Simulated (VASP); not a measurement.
A run of VASP 6.6.1 is set up as follows.

Contents of POSCAR:

```
Mg2Co
1.0
    0.0000000000      3.8669877779      3.8669877779
    3.8669877779      0.0000000000      3.8669877779
    3.8669877779      3.8669877779      0.0000000000
Mg Co
4 2
Direct
    0.1250000000      0.1250000000      0.1250000000
    0.6250000000      0.1250000000      0.1250000000
    0.1250000000      0.1250000000      0.6250000000
    0.1250000000      0.6250000000      0.1250000000
    0.5000000000      0.5000000000      0.5000000000
    0.7500000000      0.7500000000      0.7500000000
```

INCAR.step1

```
PREC = Accurate ; ENCUT = 660
ISMEAR = 0 ; SIGMA = 0.1
LREAL = F ; LASPH = T
NELM = 200 ; ISPIN = 2
MAGMOM = 0 0 0 0 2.32 2.32 ; LMAXMIX = 4
NBANDS = 26 ; GGA = PE
ALGO = Normal ; EDIFF = 1E-5
LWAVE = T ; LCHARG = F
GGA_COMPAT = F ; KPAR = 4
```

File INCAR.step2:

```
PREC = Accurate ; ENCUT = 660
EDIFF = 1E-6 ; ISMEAR = 0
SIGMA = 0.1 ; LREAL = F
LASPH = T ; NELM = 200
ALGO = Normal ; ISIF = 2
LWAVE = F ; LCHARG = F
ISPIN = 2 ; MAGMOM = 0 0 0 0 2.32 2.32
LORBIT = 11 ; LMAXMIX = 4
METAGGA = R2SCAN ; LMIXTAU = T
NBANDS = 26 ; ISTART = 1
GGA_COMPAT = F ; KPAR = 4
```

File KPOINTS:

```
Automatic mesh
0
Gamma
  12 12 12
```

Potentials or basis: VASP PAW PBE potentials, release 64 (Mg, Co).

The run is started by

```bash
$ cat potpaw_PBE.64/Mg/POTCAR potpaw_PBE.64/Co/POTCAR > POTCAR
$ cp INCAR.step1 INCAR
$ mpirun -np 4 vasp_std > vasp.out
$ cp INCAR.step2 INCAR
$ mpirun -np 4 vasp_std > vasp.out
```

Problem. Estimate the pressure.

Solution. -1.6 GPa.

Problem. What does it give for the site moments?

Solution. Mg -0.01; Co +2.09 μB.

Problem. Estimate the net moment.

Solution. 3.63 μB per cell.

Caveat: the PAW data sets were made with another functional, which shifts forces and pressure a little.
